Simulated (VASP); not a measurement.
# Ir (P6_3/mmc) in VASP: notebook, part 2 of 2

VASP 6.6.1.

### 3 Single point, LDA

This run uses another cell than the first one, of 13.08 Å³/atom, 1.006 times its volume.

Contents of INCAR:

```
ALGO = Normal
EDIFF = 1E-6
ENCUT = 500
GGA_COMPAT = False
ISIF = 2
ISMEAR = 0
LASPH = True
LCHARG = False
LREAL = False
LWAVE = False
NBANDS = 16
NELM = 120
PREC = Accurate
SIGMA = 0.15
```

Contents of KPOINTS:

```
k-points
0
Gamma
  18 18 10
```

Contents of POSCAR:

```
Ir
1.0
    2.6241000000      0.0000000000      0.0000000000
   -1.3120500000      2.2725372621      0.0000000000
    0.0000000000      0.0000000000      4.3862420605
Ir
2
Direct
    0.6666666667      0.3333333333      0.7500000000
    0.3333333333      0.6666666667      0.2500000000
```

Potentials or basis: VASP PAW LDA potentials, release 64 (Ir).

The run is started by

```sh
$ cat potpaw_LDA.64/Ir/POTCAR > POTCAR
$ mpirun -np 1 vasp_std > vasp.out
```

OUTCAR:

```text
EDIFF = 1E-6
   ENCUT = 500
   ISIF = 2
   ISMEAR = 0
   LASPH = True
   LREAL = False
   NELM = 120
   PREC = Accurate

 ion  position               nearest neighbor table
   1  0.667  0.333  0.750-   2 2.67   2 2.67   2 2.67   2 2.67   2 2.67   2 2.67
   2  0.333  0.667  0.250-   1 2.67   1 2.67   1 2.67   1 2.67   1 2.67   1 2.67

  LATTYP: Found a hexagonal cell.
 ALAT       =     2.6241000000
 C/A-ratio  =     1.6715224498

  Lattice vectors:

 A1 = (   2.6241000000,   0.0000000000,   0.0000000000)
 A2 = (  -1.3120500000,   2.2725372621,   0.0000000000)
 A3 = (   0.0000000000,   0.0000000000,   4.3862420605)

Analysis of symmetry for initial positions (statically):
=====================================================================
 Subroutine PRICEL returns:
 Original cell was already a primitive cell.

 Routine SETGRP: Setting up the symmetry group for a
 hexagonal supercell.

 Subroutine GETGRP returns: Found 24 space group operations
 (whereof 12 operations were pure point group operations)
 out of a pool of 24 trial point group operations.

The static configuration has the point symmetry D_3d.
 The point group associated with its full space group is D_6h.

Analysis of symmetry for dynamics (positions and initial velocities):
=====================================================================
 Subroutine PRICEL returns:
 Original cell was already a primitive cell.

 Routine SETGRP: Setting up the symmetry group for a
 hexagonal supercell.

 Subroutine GETGRP returns: Found 24 space group operations
 (whereof 12 operations were pure point group operations)
 out of a pool of 24 trial point group operations.

The dynamic configuration has the point symmetry D_3d.
 The point group associated with its full space group is D_6h.

 Subroutine INISYM returns: Found 24 space group operations
 (whereof 12 operations are pure point group operations),
 and found     1 'primitive' translations

----------------------------------------------------------------------------------------

                                     Primitive cell

  volume of cell :      26.1568

  direct lattice vectors                    reciprocal lattice vectors
     2.624100000  0.000000000  0.000000000     0.381083038  0.220018395  0.000000000
    -1.312050000  2.272537262  0.000000000     0.000000000  0.440036789  0.000000000
     0.000000000  0.000000000  4.386242060     0.000000000  0.000000000  0.227985594

  length of vectors
     2.624100000  2.624100000  4.386242060     0.440036789  0.440036789  0.227985594

  position of ions in fractional coordinates (direct lattice)
     0.666666667  0.333333333  0.750000000
     0.333333333  0.666666667  0.250000000

  ion indices of the primitive-cell ions
   primitive index   ion index
                 1           1
                 2           2

----------------------------------------------------------------------------------------

 KPOINTS: k-points

Automatic generation of k-mesh.
 Grid dimensions read from file:
 generate k-points for:   18   18   10

 Generating k-lattice:

  Cartesian coordinates                     Fractional coordinates (reciprocal lattice)
     0.021171280  0.012223244  0.000000000     0.055555556 -0.000000000  0.000000000
     0.000000000  0.024446488  0.000000000     0.000000000  0.055555556  0.000000000
     0.000000000  0.000000000  0.022798559     0.000000000  0.000000000  0.100000000

  Length of vectors
     0.024446488  0.024446488  0.022798559

  Shift w.r.t. Gamma in fractional coordinates (k-lattice)
     0.000000000  0.000000000  0.000000000

 Subroutine IBZKPT returns following result:
 ===========================================

 Found    222 irreducible k-points:

 Following reciprocal coordinates:
            Coordinates               Weight
  0.000000  0.000000  0.000000      1.000000
  0.055556  0.000000  0.000000      6.000000
  0.111111  0.000000  0.000000      6.000000
  0.166667  0.000000  0.000000      6.000000
  0.222222  0.000000  0.000000      6.000000
  0.277778  0.000000  0.000000      6.000000
[... 16 lines left out ...]
  0.333333  0.111111  0.000000     12.000000
  0.388889  0.111111  0.000000     12.000000
 [... further k-points ...]
   k-points           NKPTS =    222   k-points in BZ     NKDIM =    222   number of bands    NBANDS=     16
   number of dos      NEDOS =    301   number of ions     NIONS =      2
   total plane-waves  NPLWV =  12800
   dimension x,y,z NGX =    20 NGY =   20 NGZ =   32
   dimension x,y,z NGXF=    40 NGYF=   40 NGZF=   64
   ions per type =               2
   NGX,Y,Z   is equivalent  to a cutoff of  12.67, 12.67, 12.13 a.u.
   NGXF,Y,Z  is equivalent  to a cutoff of  25.34, 25.34, 24.26 a.u.
 SYSTEM =  unknown system
   PREC   = accura    normal or accurate (medium, high low for compatibility)
   ISTART =      0    job   : 0-new  1-cont  2-samecut
   ICHARG =      2    charge: 1-file 2-atom 10-const
   ISPIN  =      1    spin polarized calculation?
   LNONCOLLINEAR =      F non collinear calculations
   LSORBIT =      F    spin-orbit coupling
   LASPH  =      T    aspherical Exc in radial PAW
   ENCUT  =  500.0 eV  36.75 Ry    6.06 a.u.   4.78  4.78  8.00*2*pi/ulx,y,z
   NELM   =    120;   NELMIN=  2; NELMDL= -5     # of ELM steps
   EDIFF  = 0.1E-05   stopping-criterion for ELM
   LREAL  =      F    real-space projection
   EDIFFG = 0.1E-04   stopping-criterion for IOM
   NSW    =      0    number of steps for IOM
   IBRION =     -1    ionic relax: 0-MD 1-quasi-New 2-CG
   NFREE  =      0    steps in history (QN), initial steepest desc. (CG)
   ISIF   =      2    stress and relaxation
   ISYM   =      2    0-nonsym 1-usesym 2-fastsym
   POTIM  = 0.5000    time-step for ionic-motion
   TEBEG  =    0.0;   TEEND  =   0.0 temperature during run
   PSTRESS=    0.0 pullay stress
   NELECT =      18.0000    total number of electrons
   NUPDOWN=      -1.0000    fix difference up-down
   EMIN   =  10.00;   EMAX   =-10.00  energy-range for DOS
   EFERMI =   0.00;   METHOD = LEGACY
   ISMEAR =     0;   SIGMA  =   0.15  broadening in eV -4-tet -1-fermi 0-gaus
   EFERMI_NEDOS =   21; number of points for ismear=-14 and -15
   IALGO  =     38    algorithm
   IMIX   =      4    mixing-type and parameters
     AMIX     =   0.40;   BMIX     =  1.00
     AMIX_MAG =   1.60;   BMIX_MAG =  1.00
  volume/ion in A,a.u.               =      13.08        88.26
  Fermi-wavevector in a.u.,A,eV,Ry     =   1.445343  2.731303 28.422804  2.089017
  Thomas-Fermi vector in A             =   2.563536
   LORBIT       =      0    0 simple, 1 ext, 2 COOP (PROOUT), +10 PAW based schemes
   GGA     = CA    functional components
   LHFCALC =     F    Hartree Fock is set to
   AEXX    =    0.0000 exact exchange contribution
   IVDW    =     0    specifies the selected vdW correction
   LEPSILON=     F    determine dielectric tensor
   LRPA    =     F    only Hartree local field effects (RPA)
 non-spin polarized calculation
 Gauss-broadening in eV      SIGMA  =   0.15
  energy-cutoff  :      500.00
  volume of cell :       26.16
 maximum number of plane-waves:       684
 NGX is ok and might be reduce to    20
   NGX =  9   NGY =  9   NGZ = 15

 number of electron      17.9999999 magnetization

 Free energy of the ion-electron system (eV)
  ---------------------------------------------------
  ext. energy  EPLUGINS =         0.00000000
  ---------------------------------------------------
  free energy    TOTEN  =       -20.31410352 eV

  energy without entropy =      -20.29252597  energy(sigma->0) =      -20.30331474

 E-fermi :  11.8525     XC(G=0): -14.5952

 val. band max:       11.8476852252   @ k =   0.3889   0.1667   0.0000
 cond. band min:      11.8579081908   @ k =   0.3333   0.2222   0.1000
 fundamental gap:      0.0102229656
 Fermi energy:        11.8525354554

 k-point     1 :       0.0000    0.0000    0.0000
  band No.  band energies     occupation
      1      -0.2172      2.00000
      2       2.7200      2.00000
      3       7.0564      2.00000
      4       7.5179      2.00000
      5       7.5179      2.00000
      6       8.1946      2.00000
[... 8 lines left out ...]
     15      27.8057      0.00000
     16      29.3657      0.00000
[... 419 lines left out ...]
 k-point    24 :       0.3889    0.1111    0.0000
  band No.  band energies     occupation
      1       3.7653      2.00000
      2       3.9822      2.00000
      3       4.2022      2.00000
      4       7.2285      2.00000
      5       7.4986      2.00000
      6       7.7222      2.00000
[... 8 lines left out ...]
     15      22.9374      0.00000
     16      26.2035      0.00000

 [... further k-points ...]
[... 5 lines left out ...]
  --------------------------------------------------------------------------------------
  -------------------------------------------------------------------------------------
  Total        6.1169376      6.1169376      3.5473206     -0.0000000      0.0000000      0.0000000
  in kB      374.6801124    374.6801124    217.2836424     -0.0000000      0.0000000      0.0000000
  external PRESSURE =     322.2146224 kB  Pullay stress =       0.0000000 kB

 VOLUME and BASIS-vectors are now :
 -----------------------------------------------------------------------------
  energy-cutoff  :      500.00
  volume of cell :       26.16
      direct lattice vectors                 reciprocal lattice vectors
     2.624100000  0.000000000  0.000000000     0.381083038  0.220018395  0.000000000
    -1.312050000  2.272537262  0.000000000     0.000000000  0.440036789  0.000000000
     0.000000000  0.000000000  4.386242060     0.000000000  0.000000000  0.227985594

 POSITION                                       TOTAL-FORCE (eV/Angst)
 -----------------------------------------------------------------------------------
      1.31205      0.75751      3.28968         0.000000     -0.000000      0.000000
     -0.00000      1.51502      1.09656         0.000000      0.000000      0.000000
 -----------------------------------------------------------------------------------
    total drift:                               -0.000000      0.000000     -0.000000

  FREE ENERGIE OF THE ION-ELECTRON SYSTEM (eV)
  ---------------------------------------------------
  free  energy   TOTEN  =       -20.3141035199 eV

  energy  without entropy=      -20.2925259700  energy(sigma->0) =      -20.30331474
```

stdout:

```text
POSCAR found type information on POSCAR Ir
 POSCAR found :  1 types and       2 ions
 scaLAPACK will be used
 LDA part: xc-table for (Slater(with rela. corr.)+CA(PZ))
 , standard interpolation
 POSCAR, INCAR and KPOINTS ok, starting setup
 FFT: planning ... GRIDC
 FFT: planning ... GRID_SOFT
 FFT: planning ... GRID
 WAVECAR not read
 entering main loop
```

Run time: 27 s. Hardware: 1 thread of Intel Xeon 6975P-C (Granite Rapids), shared host; peak memory 0.18 GiB.

What came out:

| Quantity | Value |
| --- | --- |
| Free energy | -20.3141 eV |
| Pressure | 32.2 GPa |
| Band gap on the k mesh | zero (band 9 reaches 13.20 eV, above the bottom of band 10 at 9.18 eV) |

Caveat: spin-orbit coupling is left out, which moves the levels of the heavy elements.
